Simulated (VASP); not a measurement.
# Zn (P6_3/mmc) in VASP: notebook

The runs below take Zn through single point, with r2SCAN.

All numbers are computed with VASP 6.6.1; they aren't measurements. Logs are shortened: lines on timing, memory, paths and dates and some standing lists are left out, and cuts for length are marked.

**1. The cell of the first run**

It takes space group P6_3/mmc (No. 194, hexagonal). Conventional cell: a = 2.614 Å, b = 2.614 Å, c = 5.163 Å, α = 90.00°, β = 90.00°, γ = 120.00°. Zn (site symmetry -6m2) has 12 Zn at 2.61 to 2.99 Å within 3.4 Å.

**2. Single point, r2SCAN**

Input file POSCAR:

```
Zn
1.0
    2.6139757418      0.0000000000      0.0000000000
   -1.3069878709      2.2637693972      0.0000000000
    0.0000000000      0.0000000000      5.1627802678
Zn
2
Direct
    0.3333333333      0.6666666667      0.2500000000
    0.6666666667      0.3333333333      0.7500000000
```

Input file INCAR.step1:

```
SYSTEM = Zn
PREC = Accurate
ENCUT = 520
ISMEAR = 0
SIGMA = 0.1
LREAL = .False.
LASPH = .True.
NELM = 80
NBANDS = 19
GGA = PE
ALGO = Normal
EDIFF = 1E-4
LWAVE = .True.
LCHARG = .False.
```

Input file INCAR.step2:

```
SYSTEM = Zn
PREC = Accurate
ENCUT = 520
EDIFF = 1E-6
ISMEAR = 0
SIGMA = 0.1
LREAL = .False.
LASPH = .True.
NELM = 80
ALGO = Normal
ISIF = 2
LWAVE = .False.
LCHARG = .True.
METAGGA = R2SCAN
LMIXTAU = .True.
LELF = .True.
LVHAR = .True.
NBANDS = 19
ISTART = 1
```

Input file KPOINTS:

```
regular mesh
0
Gamma
  18 18 8
  0 0 0
```

Potentials or basis: VASP PAW PBE potentials, release 64 (Zn).

Command:

```sh
$ cat potpaw_PBE.64/Zn/POTCAR > POTCAR
$ cp INCAR.step1 INCAR
$ mpirun -np 1 vasp_std > vasp.out
$ cp INCAR.step2 INCAR
$ mpirun -np 1 vasp_std > vasp.out
```

OUTCAR:

```text
SYSTEM = Zn
   PREC = Accurate
   ENCUT = 520
   EDIFF = 1E-6
   ISMEAR = 0
   LREAL = .False.
   LASPH = .True.
   NELM = 80
   ISIF = 2
   METAGGA = R2SCAN
   ISTART = 1

 ion  position               nearest neighbor table
   1  0.333  0.667  0.250-   2 2.99   2 2.99   2 2.99   2 2.99   2 2.99   2 2.99
   2  0.667  0.333  0.750-   1 2.99   1 2.99   1 2.99   1 2.99   1 2.99   1 2.99

  LATTYP: Found a hexagonal cell.
 ALAT       =     2.6139757418
 C/A-ratio  =     1.9750681635

  Lattice vectors:

 A1 = (   2.6139757418,   0.0000000000,   0.0000000000)
 A2 = (  -1.3069878709,   2.2637693972,   0.0000000000)
 A3 = (   0.0000000000,   0.0000000000,   5.1627802678)

Analysis of symmetry for initial positions (statically):
=====================================================================
 Subroutine PRICEL returns:
 Original cell was already a primitive cell.

 Routine SETGRP: Setting up the symmetry group for a
 hexagonal supercell.

 Subroutine GETGRP returns: Found 24 space group operations
 (whereof 12 operations were pure point group operations)
 out of a pool of 24 trial point group operations.

The static configuration has the point symmetry D_3d.
 The point group associated with its full space group is D_6h.

Analysis of symmetry for dynamics (positions and initial velocities):
=====================================================================
 Subroutine PRICEL returns:
 Original cell was already a primitive cell.

 Routine SETGRP: Setting up the symmetry group for a
 hexagonal supercell.

 Subroutine GETGRP returns: Found 24 space group operations
 (whereof 12 operations were pure point group operations)
 out of a pool of 24 trial point group operations.

The dynamic configuration has the point symmetry D_3d.
 The point group associated with its full space group is D_6h.

 Subroutine INISYM returns: Found 24 space group operations
 (whereof 12 operations are pure point group operations),
 and found     1 'primitive' translations

----------------------------------------------------------------------------------------

                                     Primitive cell

  volume of cell :      30.5504

  direct lattice vectors                    reciprocal lattice vectors
     2.613975742  0.000000000  0.000000000     0.382559021  0.220870554  0.000000000
    -1.306987871  2.263769397  0.000000000     0.000000000  0.441741107  0.000000000
     0.000000000  0.000000000  5.162780268     0.000000000  0.000000000  0.193694085

  length of vectors
     2.613975742  2.613975742  5.162780268     0.441741107  0.441741107  0.193694085

  position of ions in fractional coordinates (direct lattice)
     0.333333333  0.666666667  0.250000000
     0.666666667  0.333333333  0.750000000

  ion indices of the primitive-cell ions
   primitive index   ion index
                 1           1
                 2           2

----------------------------------------------------------------------------------------

 KPOINTS: regular mesh

Automatic generation of k-mesh.
 Grid dimensions read from file:
 generate k-points for:   18   18    8

 Generating k-lattice:

  Cartesian coordinates                     Fractional coordinates (reciprocal lattice)
     0.021253279  0.012270586  0.000000000     0.055555556  0.000000000  0.000000000
     0.000000000  0.024541173  0.000000000     0.000000000  0.055555556  0.000000000
     0.000000000  0.000000000  0.024211761     0.000000000  0.000000000  0.125000000

  Length of vectors
     0.024541173  0.024541173  0.024211761

  Shift w.r.t. Gamma in fractional coordinates (k-lattice)
     0.000000000  0.000000000  0.000000000

 Subroutine IBZKPT returns following result:
 ===========================================

 Found    185 irreducible k-points:

 Following reciprocal coordinates:
            Coordinates               Weight
  0.000000  0.000000  0.000000      1.000000
  0.055556  0.000000  0.000000      6.000000
  0.111111  0.000000  0.000000      6.000000
  0.166667  0.000000  0.000000      6.000000
  0.222222 -0.000000  0.000000      6.000000
  0.277778  0.000000  0.000000      6.000000
[... 16 lines left out ...]
  0.333333  0.111111  0.000000     12.000000
  0.388889  0.111111  0.000000     12.000000
 [... further k-points ...]
   k-points           NKPTS =    185   k-points in BZ     NKDIM =    185   number of bands    NBANDS=     19
   number of dos      NEDOS =    301   number of ions     NIONS =      2
   total plane-waves  NPLWV =  16000
   dimension x,y,z NGX =    20 NGY =   20 NGZ =   40
   dimension x,y,z NGXF=    40 NGYF=   40 NGZF=   80
   ions per type =               2
   NGX,Y,Z   is equivalent  to a cutoff of  12.72, 12.72, 12.88 a.u.
   NGXF,Y,Z  is equivalent  to a cutoff of  25.44, 25.44, 25.76 a.u.
 SYSTEM =  Zn
   PREC   = accura    normal or accurate (medium, high low for compatibility)
   ISTART =      1    job   : 0-new  1-cont  2-samecut
   ICHARG =      0    charge: 1-file 2-atom 10-const
   ISPIN  =      1    spin polarized calculation?
   LNONCOLLINEAR =      F non collinear calculations
   LSORBIT =      F    spin-orbit coupling
   LASPH  =      T    aspherical Exc in radial PAW
   ENCUT  =  520.0 eV  38.22 Ry    6.18 a.u.   4.86  4.86  9.60*2*pi/ulx,y,z
   NELM   =     80;   NELMIN=  2; NELMDL=  0     # of ELM steps
   EDIFF  = 0.1E-05   stopping-criterion for ELM
   LREAL  =      F    real-space projection
   EDIFFG = 0.1E-04   stopping-criterion for IOM
   NSW    =      0    number of steps for IOM
   IBRION =     -1    ionic relax: 0-MD 1-quasi-New 2-CG
   NFREE  =      0    steps in history (QN), initial steepest desc. (CG)
   ISIF   =      2    stress and relaxation
   ISYM   =      2    0-nonsym 1-usesym 2-fastsym
   POTIM  = 0.5000    time-step for ionic-motion
   TEBEG  =    0.0;   TEEND  =   0.0 temperature during run
   PSTRESS=    0.0 pullay stress
   NELECT =      24.0000    total number of electrons
   NUPDOWN=      -1.0000    fix difference up-down
   EMIN   =  10.00;   EMAX   =-10.00  energy-range for DOS
   EFERMI =   0.00;   METHOD = LEGACY
   ISMEAR =     0;   SIGMA  =   0.10  broadening in eV -4-tet -1-fermi 0-gaus
   EFERMI_NEDOS =   21; number of points for ismear=-14 and -15
   IALGO  =     38    algorithm
   IMIX   =      4    mixing-type and parameters
     AMIX     =   0.40;   BMIX     =  1.00
     AMIX_MAG =   1.60;   BMIX_MAG =  1.00
  volume/ion in A,a.u.               =      15.28       103.08
  Fermi-wavevector in a.u.,A,eV,Ry     =   1.510565  2.854554 31.045869  2.281807
  Thomas-Fermi vector in A             =   2.620738
   LORBIT       =      0    0 simple, 1 ext, 2 COOP (PROOUT), +10 PAW based schemes
   METAGGA = R2SCAN    functional components
   LHFCALC =     F    Hartree Fock is set to
   AEXX    =    0.0000 exact exchange contribution
   IVDW    =     0    specifies the selected vdW correction
   LEPSILON=     F    determine dielectric tensor
   LRPA    =     F    only Hartree local field effects (RPA)
 non-spin polarized calculation
 Gauss-broadening in eV      SIGMA  =   0.10
  energy-cutoff  :      520.00
  volume of cell :       30.55
 maximum number of plane-waves:       844
 NGX is ok and might be reduce to    20
   NGX =  9   NGY =  9   NGZ = 19

 number of electron      23.9999991 magnetization

 Free energy of the ion-electron system (eV)
  ---------------------------------------------------
  ext. energy  EPLUGINS =         0.00000000
  ---------------------------------------------------
  free energy    TOTEN  =       -17.79139727 eV

  energy without entropy =      -17.78981344  energy(sigma->0) =      -17.79060535

 E-fermi :   2.8138     XC(G=0): -12.5613

 val. band max:        2.7784319111   @ k =   0.3333   0.1111   0.0000
 cond. band min:       2.8558093219   @ k =   0.1111   0.0000   0.2500
 fundamental gap:      0.0773774108
 Fermi energy:         2.8138298403

 k-point     1 :       0.0000    0.0000    0.0000
  band No.  band energies     occupation
      1      -7.8959      2.00000
      2      -6.1708      2.00000
      3      -5.3758      2.00000
      4      -5.0708      2.00000
      5      -5.0707      2.00000
      6      -5.0339      2.00000
[... 11 lines left out ...]
     18      23.9396      0.00000
     19      24.1432      0.00000

 k-point     2 :       0.0556    0.0000    0.0000
  band No.  band energies     occupation
      1      -7.7953      2.00000
      2      -6.1218      2.00000
      3      -5.3630      2.00000
      4      -5.0835      2.00000
      5      -5.0467      2.00000
      6      -5.0463      2.00000
[... 11 lines left out ...]
     18      22.9110      0.00000
     19      25.1358      0.00000

 k-point     3 :       0.1111    0.0000    0.0000
  band No.  band energies     occupation
      1      -7.4974      2.00000
      2      -5.9874      2.00000
      3      -5.3295      2.00000
      4      -5.1155      2.00000
      5      -5.0745      2.00000
      6      -4.9770      2.00000
[... 11 lines left out ...]
     18      21.8732      0.00000
     19      23.2755      0.00000

 k-point     4 :       0.1667    0.0000    0.0000
  band No.  band energies     occupation
      1      -7.0190      2.00000
      2      -5.8111      2.00000
      3      -5.2914      2.00000
      4      -5.1519      2.00000
      5      -5.0744      2.00000
      6      -4.9136      2.00000
[... 407 lines left out ...]
     18      17.4715      0.00000
     19      18.8879      0.00000

 k-point    23 :       0.3333    0.1111    0.0000
  band No.  band energies     occupation
      1      -5.7199      2.00000
      2      -5.6373      2.00000
      3      -5.4720      2.00000
      4      -5.0864      2.00000
      5      -4.9567      2.00000
      6      -4.8547      2.00000
[... 11 lines left out ...]
     18      16.9751      0.00000
     19      18.6102      0.00000

 k-point    24 :       0.3889    0.1111    0.0000
  band No.  band energies     occupation
      1      -5.7651      2.00000
      2      -5.6756      2.00000
      3      -5.5173      2.00000
      4      -5.1200      2.00000
      5      -4.8990      2.00000
      6      -4.8852      2.00000
[... 11 lines left out ...]
     18      16.6655      0.00000
     19      18.3747      0.00000

 [... further k-points ...]

------------------------ aborting loop because EDIFF is reached ----------------------------------------

  FORCE on cell =-STRESS in cart. coord.  units (eV):
  Direction    XX          YY          ZZ          XY          YZ          ZX
  --------------------------------------------------------------------------------------
  -------------------------------------------------------------------------------------
  Total       -0.4679995     -0.4679995     -0.5572682      0.0000000     -0.0000000      0.0000000
  in kB      -24.5436174    -24.5436174    -29.2251979      0.0000000     -0.0000000      0.0000000
  external PRESSURE =     -26.1041443 kB  Pullay stress =       0.0000000 kB

 VOLUME and BASIS-vectors are now :
 -----------------------------------------------------------------------------
  energy-cutoff  :      520.00
  volume of cell :       30.55
      direct lattice vectors                 reciprocal lattice vectors
     2.613975742  0.000000000  0.000000000     0.382559021  0.220870554  0.000000000
    -1.306987871  2.263769397  0.000000000     0.000000000  0.441741107  0.000000000
     0.000000000  0.000000000  5.162780268     0.000000000  0.000000000  0.193694085

 POSITION                                       TOTAL-FORCE (eV/Angst)
 -----------------------------------------------------------------------------------
     -0.00000      1.50918      1.29070        -0.000000      0.000000     -0.000000
      1.30699      0.75459      3.87209         0.000000     -0.000000      0.000000
 -----------------------------------------------------------------------------------
    total drift:                               -0.000000      0.000000      0.000000

  FREE ENERGIE OF THE ION-ELECTRON SYSTEM (eV)
  ---------------------------------------------------
  free  energy   TOTEN  =       -17.7913972678 eV

  energy  without entropy=      -17.7898134417  energy(sigma->0) =      -17.79060535
```

It took 2.6 min on 1 thread of Intel Xeon 6975P-C (Granite Rapids), shared host; peak memory 0.21 GiB.

Results:

- Free energy: -17.7914 eV
- Pressure: -2.6 GPa
- Band gap on the k mesh: zero (band 12 reaches 4.71 eV, above the bottom of band 13 at -0.91 eV)

Stress tensor (GPa, compression positive):
```
-2.45  0.00  0.00
 0.00 -2.45  0.00
 0.00  0.00 -2.92
```

Caveat: the PAW data sets were made with another functional, which shifts forces and pressure a little.

**3. Single point, r2SCAN (biaxial strain in the a-b plane: -1.0 %)**

Input file POSCAR:

```
Zn
1.0
    2.5693060899      0.0000000000      0.0000000000
   -1.2846530449      2.2250843439      0.0000000000
    0.0000000000      0.0000000000      5.0206501518
Zn
2
Direct
    0.3333333333      0.6666666667      0.2500000000
    0.6666666667      0.3333333333      0.7500000000
```

Input file INCAR.step1:

```
SYSTEM = Zn
PREC = Accurate
ENCUT = 520
ISMEAR = 0
SIGMA = 0.1
LREAL = .FALSE.
LASPH = .TRUE.
NELM = 80
NBANDS = 19
GGA = PE
ALGO = Normal
EDIFF = 1E-4
LWAVE = .TRUE.
LCHARG = .FALSE.
```

Input file INCAR.step2:

```
SYSTEM = Zn
PREC = Accurate
ENCUT = 520
EDIFF = 1E-6
ISMEAR = 0
SIGMA = 0.1
LREAL = .FALSE.
LASPH = .TRUE.
NELM = 80
ALGO = Normal
ISIF = 2
LWAVE = .FALSE.
LCHARG = .FALSE.
METAGGA = R2SCAN
LMIXTAU = .TRUE.
NBANDS = 19
ISTART = 1
```

Input file KPOINTS:

```
regular mesh
0
G
  24 24 10
  0 0 0
```

Potentials or basis: VASP PAW PBE potentials, release 64 (Zn).

Command:

```sh
$ cat potpaw_PBE.64/Zn/POTCAR > POTCAR
$ cp INCAR.step1 INCAR
$ mpirun -np 1 vasp_std > vasp.out
$ cp INCAR.step2 INCAR
$ mpirun -np 1 vasp_std > vasp.out
```

Wall time 6.6 min (1 thread of Intel Xeon 6975P-C (Granite Rapids), shared host); peak memory 0.27 GiB.

The run converged. Its results:

```
Free energy            : -17.7944 eV
Pressure               : 2.5 GPa
Band gap on the k mesh : zero (band 12 reaches 5.09 eV, above the bottom of band 13 at -0.30 eV)
```

Stress tensor (GPa, compression positive):
```
3.65 0.00 0.00
0.00 3.65 0.00
0.00 0.00 0.25
```

Levels at points of the mesh, in eV from the Fermi level:
| k point | band 10 | band 11 | band 12 | band 13 | band 14 | band 15 |
| --- | --- | --- | --- | --- | --- | --- |
| (0.00, 0.00, 0.00) | -7.36 | -7.36 | -4.16 | -3.56 | 13.23 | 17.21 |
| (0.50, 0.00, 0.00) | -7.08 | -2.87 | -1.88 | 2.80 | 4.02 | 4.68 |
| (0.00, 0.00, 0.50) | -7.44 | -7.44 | -7.44 | 4.16 | 4.16 | 21.93 |
| (0.50, 0.00, 0.50) | -7.09 | -1.96 | -1.96 | 0.76 | 0.76 | 10.63 |

Caveat: the cell differs from its parent crystal (biaxial strain in the a-b plane: -1.0 %); the PAW data sets were made with another functional, which shifts forces and pressure a little.

**4. Single point, r2SCAN (biaxial strain in the a-b plane: -3.0 %, then relaxed in part)**

Input file POSCAR:

```
Zn
1.0
    2.5174009163      0.0000000000      0.0000000000
   -1.2587004582      2.1801331450      0.0000000000
    0.0000000000      0.0000000000      5.2804726238
Zn
2
Direct
    0.3333333333      0.6666666667      0.2500000000
    0.6666666667      0.3333333333      0.7500000000
```

Input file INCAR.step1:

```
PREC = Accurate
ENCUT = 520
ISMEAR = 0
SIGMA = 0.1
LREAL = F
LASPH = T
NELM = 100
NBANDS = 19
GGA = PE
ALGO = Normal
EDIFF = 1E-4
LWAVE = T
LCHARG = F
```

Input file INCAR.step2:

```
PREC = Accurate
ENCUT = 520
EDIFF = 1E-7
ISMEAR = 0
SIGMA = 0.1
LREAL = F
LASPH = T
NELM = 100
ALGO = Normal
ISIF = 2
LWAVE = F
LCHARG = F
METAGGA = R2SCAN
LMIXTAU = T
NBANDS = 19
ISTART = 1
```

Input file KPOINTS:

```
regular mesh
0
Gamma
  24 24 10
```

Command:

```sh
$ cat potpaw_PBE.64/Zn/POTCAR > POTCAR
$ cp INCAR.step1 INCAR
$ mpirun -np 1 vasp_std > vasp.out
$ cp INCAR.step2 INCAR
$ mpirun -np 1 vasp_std > vasp.out
```

It took 7.5 min on 1 thread of Intel Xeon 6975P-C (Granite Rapids), shared host; peak memory 0.27 GiB.

The run converged. Its results:

```yaml
Free_energy: -17.7507 eV
Pressure: 4.7 GPa
Band_gap_on_the_k_mesh: zero (band 12 reaches 5.30 eV, above the bottom of band 13 at -1.14 eV)
```

Stress tensor (GPa, compression positive):
```
 7.15  0.00  0.00
 0.00  7.15  0.00
 0.00  0.00 -0.06
```

Levels at points of the mesh, in eV from the Fermi level:
| k point | band 10 | band 11 | band 12 | band 13 | band 14 | band 15 |
| --- | --- | --- | --- | --- | --- | --- |
| (0.00, 0.00, 0.00) | -7.37 | -7.37 | -4.35 | -4.32 | 10.80 | 15.16 |
| (0.50, 0.00, 0.00) | -7.04 | -2.60 | -1.56 | 2.45 | 4.18 | 4.34 |
| (0.00, 0.00, 0.50) | -7.43 | -7.43 | -7.43 | 2.85 | 2.85 | 22.94 |
| (0.50, 0.00, 0.50) | -7.04 | -1.81 | -1.81 | 1.09 | 1.09 | 9.76 |

Caveat: the cell differs from its parent crystal (biaxial strain in the a-b plane: -3.0 %, then relaxed in part); the PAW data sets were made with another functional, which shifts forces and pressure a little.

(Part 1 of 2 ends here.)
